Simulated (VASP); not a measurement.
Write the native input for VASP 6.6.1 that does the following.

* Task: relaxation of cell and atoms
* Functional: PBEsol
* Potentials or basis: VASP PAW PBE potentials, release 64 (In_d, P)
* Cutoff: 600 eV
* k mesh: 6 × 6 × 6
* Occupations: gaussian, width 0.01 eV
* Spin: no spin polarisation
* Target pressure: 1 GPa
* Dipole correction: no
* Further INCAR settings: ALGO = Normal; EDIFF = 1e-06; IBRION = 2; EDIFFG = -0.002; NSW = 100; ISIF = 3

The structure of InP lies in POSCAR:

```
InP
1.0
    0.0000000000      2.9393013716      2.9393013716
    2.9393013716      0.0000000000      2.9393013716
    2.9393013716      2.9393013716      0.0000000000
In P
1 1
Direct
    0.0000000000      0.0000000000      0.0000000000
    0.7500000000      0.7500000000      0.7500000000
```

These files were run (other wordings do the same):

INCAR

```
PREC = Accurate ; ENCUT = 600
EDIFF = 1E-6 ; ISMEAR = 0
SIGMA = 0.01 ; LREAL = F
LASPH = T ; NELM = 60
ALGO = Normal ; ISIF = 3
LWAVE = F ; LCHARG = F
GGA = PS ; IBRION = 2
NSW = 100 ; EDIFFG = -0.002
PSTRESS = 10.0
```

KPOINTS

```
Automatic mesh
0
Gamma
  6 6 6
```

Potentials or basis: VASP PAW PBE potentials, release 64 (In_d, P).

The run is started by

```sh
$ cat potpaw_PBE.64/In_d/POTCAR potpaw_PBE.64/P/POTCAR > POTCAR
$ mpirun -np 1 vasp_std > vasp.out
```

Results of the run:

The relaxed volume is 25.03 Å³/atom. The relaxed cell is a = 4.137 Å, b = 4.137 Å, c = 4.137 Å, α = 60.00°, β = 60.00°, γ = 60.00°. The space group after relaxing (to 0.05 Å) is F-43m (No. 216) and the energy change on relaxing (the enthalpy is what falls) is +1.1 meV/atom. The ionic steps are 15. The pressure after relaxing is 1.0 GPa and the band gap on the k mesh is 0.64 eV, direct.

Caveat: the cell is relaxed towards a set pressure, so the enthalpy falls and the energy may rise; the PAW data sets were made with another functional, which shifts forces and pressure a little; spin-orbit coupling is left out, which moves the levels of the heavy elements.

Run time: 70 s on 1 thread of Intel Xeon 6975P-C (shared host), peak memory 0.22 GiB.
